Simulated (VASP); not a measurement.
A run of VASP 6.6.1 is set up as follows.

POSCAR

```
KTaO3
1.0
    3.9882991392      0.0000000000      0.0000000000
    0.0000000000      3.9882991392      0.0000000000
    0.0000000000      0.0000000000      3.9882991392
K Ta O
1 1 3
Direct
    0.0000000000      0.0000000000      0.0000000000
    0.5000000000      0.5000000000      0.5000000000
    0.0000000000      0.5000000000      0.5000000000
    0.5000000000      0.5000000000      0.0000000000
    0.5000000000      0.0000000000      0.5000000000
```

File INCAR.step1:

```
ALGO = Normal ; EDIFF = 1E-4
ENCUT = 520 ; GGA = PE
ISMEAR = 0 ; LASPH = T
LCHARG = F ; LREAL = F
LWAVE = T ; NBANDS = 27
NELM = 80 ; PREC = Accurate
SIGMA = 0.05
```

INCAR.step2

```
ALGO = Normal ; EDIFF = 1E-7
ENCUT = 520 ; ISIF = 2
ISMEAR = 0 ; ISTART = 1
LASPH = T ; LCHARG = T
LELF = T ; LMIXTAU = T
LREAL = F ; LVHAR = T
LWAVE = F ; METAGGA = R2SCAN
NBANDS = 27 ; NELM = 80
PREC = Accurate ; SIGMA = 0.05
```

Contents of KPOINTS:

```
k-points
0
Gamma
  8 8 8
```

Potentials or basis: VASP PAW PBE potentials, release 64 (K_sv, Ta_pv, O).

Launch:

```bash
$ cat potpaw_PBE.64/K_sv/POTCAR potpaw_PBE.64/Ta_pv/POTCAR potpaw_PBE.64/O/POTCAR > POTCAR
$ cp INCAR.step1 INCAR
$ mpirun -np 1 vasp_std > vasp.out
$ cp INCAR.step2 INCAR
$ mpirun -np 1 vasp_std > vasp.out
```

Q: Predict the pressure.

A: 1.2 GPa.

Q: Estimate the band gap on the k mesh.

A: 2.60 eV (least direct gap 3.25 eV).

Caveat: the PAW data sets were made with another functional, which shifts forces and pressure a little; spin-orbit coupling is left out, which moves the levels of the heavy elements. A k mesh can miss the band edges.
